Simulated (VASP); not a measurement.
**Hf: single point with r2SCAN**

The system is Hf.

```
CELL_PARAMETERS angstrom
0.00000 2.04240 2.13120
2.04240 0.00000 2.13120
2.04240 2.04240 0.00000
ATOMIC_POSITIONS crystal
Hf 0.00000 0.00000 0.00000
```

This cell differs from its parent crystal: strain -0.080 along x and y, -0.040 along z.

```json
{"Program": "VASP 6.6.1", "Task": "single point", "Functional": "r2SCAN", "Potentials or basis": "VASP PAW PBE potentials, release 64 (Hf_pv)", "Cutoff": "520 eV", "k mesh": "18 × 18 × 18", "Occupations": "gaussian, width 0.15 eV", "Spin": "no spin polarisation", "Dipole correction": "no", "Further INCAR settings": "ALGO = Normal; EDIFF = 1e-06; NBANDS = 11"}
```

- Pressure: 34.1 GPa
- Band gap on the k mesh: zero (bands 5 and 6 overlap by 2.36 eV)

Stress tensor (GPa, compression positive):
```
35.00  0.00  0.00
 0.00 35.00  0.00
 0.00  0.00 32.38
```

Levels at points of the mesh, in eV from the Fermi level:
```
           k point  band 1  band 2  band 3  band 4  band 5  band 6  band 7  band 8  band 9  band 10
(0.00, 0.00, 0.00)  -30.27  -30.27  -30.27   -8.27    1.24    1.84    1.84    5.01    6.01    12.62
(0.50, 0.00, 0.00)  -32.03  -30.54  -30.44   -4.50    0.96    1.44    1.66    8.18    8.57    12.26
(0.50, 0.50, 0.00)  -31.89  -30.80  -30.80   -4.52   -3.09    3.50    8.54    9.22    9.22    13.09
(0.50, 0.00, 0.50)  -31.90  -30.99  -30.85   -4.52   -3.26    4.38    8.38    8.81    9.60    12.04
```

Wall time 3.4 min on 1 thread of AMD EPYC 9R45 96-Core Processor (Zen 5), on a shared host, peak memory 0.19 GiB.

Caveat: the cell differs from its parent crystal (strain -0.080 along x and y, -0.040 along z); the cell stands under pressure; the PAW data sets were made with another functional, which shifts forces and pressure a little; spin-orbit coupling is left out, which moves the levels of the heavy elements.
